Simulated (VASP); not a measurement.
# BaTiO3: relaxation of cell and atoms with r2SCAN

The system is BaTiO3.

```
Ba Ti O
1.0
     3.98410    0.00000    0.00000
     0.00000    2.83705    2.84580
     0.00000   -2.83705    2.84580
Ba Ti O
1 1 3
Direct
  0.00000 0.00000 0.00000
  0.50000 0.50790 0.50790
  0.00000 0.49210 0.49210
  0.50000 0.50251 0.99371
  0.50000 0.99371 0.50251
```

| Quantity | Value |
| --- | --- |
| Program | VASP 6.6.1 |
| Task | relaxation of cell and atoms |
| Functional | r2SCAN |
| Potentials or basis | VASP PAW PBE potentials, release 64 (Ba_sv, Ti_sv, O) |
| Cutoff | 600 eV |
| k mesh | 4 × 4 × 4 |
| Occupations | gaussian, width 0.02 eV |
| Spin | no spin polarisation |
| Dipole correction | no |
| Further INCAR settings | ALGO = Normal; EDIFF = 1e-06; IBRION = 2; EDIFFG = -0.01; NSW = 80; ISIF = 3 |

```json
{
  "Relaxed volume": "13.15 Å³/atom",
  "Relaxed cell": "a = 3.976 Å, b = 4.067 Å, c = 4.067 Å, α = 89.70°, β = 90.00°, γ = 90.00°",
  "Space group after relaxing (to 0.1 Å)": "Amm2 (No. 38)",
  "Energy gained by relaxing": "8.5 meV/atom",
  "Ionic steps": "18",
  "Pressure after relaxing": "0.0 GPa",
  "Largest force after relaxing": "0.007 eV/Å",
  "Band gap on the k mesh": "2.61 eV (least direct gap 3.08 eV)"
}
```

Forces in eV/Å, atoms in the order of the input:
```
Ba   0.000  0.000 -0.004
Ti   0.000  0.000  0.007
O    0.000  0.000 -0.001
O    0.000  0.001 -0.001
O    0.000 -0.001 -0.001
```

The path:
| step | energy change (eV) | largest force (eV/Å) | pressure (GPa) | volume (Å³) |
| --- | --- | --- | --- | --- |
| 1 | 0.0000 | 0.2329 | 0.55 | 64.33 |
| 2 | -0.0089 | 0.2795 | -0.36 | 64.74 |
| 3 | -0.0140 | 0.2887 | -2.04 | 65.70 |
| 4 | -0.0148 | 0.3018 | -1.64 | 65.43 |
| 5 | -0.0188 | 0.2695 | -1.29 | 65.38 |
| 6 | -0.0251 | 0.1232 | -0.30 | 65.27 |
| 7 | -0.0255 | 0.1061 | 0.13 | 65.22 |
| 8 | -0.0296 | 0.1106 | 0.25 | 65.23 |
| 9 | -0.0369 | 0.1282 | 0.71 | 65.24 |
| 10 | -0.0292 | 0.1936 | 1.96 | 65.24 |
| 11 | -0.0378 | 0.1377 | 0.99 | 65.24 |
| 12 | -0.0398 | 0.1104 | -0.14 | 65.65 |
| 13 | -0.0398 | 0.1083 | -0.20 | 65.68 |
| 14 | -0.0406 | 0.0946 | -0.17 | 65.68 |
| 15 | -0.0420 | 0.0419 | -0.01 | 65.69 |
| 16 | -0.0411 | 0.0617 | 0.32 | 65.70 |
| 17 | -0.0423 | 0.0180 | 0.09 | 65.69 |
| 18 | -0.0425 | 0.0071 | -0.02 | 65.77 |

Final structure:
```
Ba Ti O
1.0
     3.97576    0.00000    0.00000
     0.00000    2.86837    2.88355
     0.00000   -2.86837    2.88355
Ba Ti O
1 1 3
Direct
  0.00000 0.00783 0.00783
  0.50000 0.52366 0.52366
  0.00000 0.49048 0.49048
  0.50000 0.49400 0.98025
  0.50000 0.98025 0.49400
```

Levels at points of the mesh, in eV from the valence-band top:
| k point | band 17 | band 18 | band 19 | band 20 | band 21 | band 22 | band 23 | band 24 |
| --- | --- | --- | --- | --- | --- | --- | --- | --- |
| (0.00, 0.00, 0.00) | -1.15 | -0.57 | -0.55 | -0.48 | 2.61 | 2.81 | 2.89 | 4.61 |
| (0.50, 0.00, 0.00) | -1.66 | -1.53 | -1.24 | -1.13 | 2.98 | 4.00 | 4.20 | 4.59 |
| (0.00, 0.50, 0.00) | -1.83 | -1.67 | -1.00 | -0.83 | 2.82 | 4.05 | 4.07 | 4.60 |
| (0.50, 0.50, 0.00) | -1.77 | -0.98 | -0.94 | -0.08 | 4.09 | 4.12 | 4.47 | 5.10 |
| (0.00, 0.50, 0.50) | -1.68 | -0.97 | -0.89 | -0.29 | 4.05 | 4.10 | 4.37 | 5.40 |
| (0.50, 0.50, 0.50) | -2.42 | -0.21 | -0.02 | 0.00 | 4.57 | 4.61 | 4.75 | 6.97 |

It took 24 min on 1 thread of Intel(R) Xeon(R) Platinum 8259CL CPU @ 2.50GHz (Skylake/Cascade Lake), on a shared host, peak memory 0.22 GiB.

Caveat: the PAW data sets were made with another functional, which shifts forces and pressure a little; spin-orbit coupling is left out, which moves the levels of the heavy elements. A k mesh can miss the band edges.
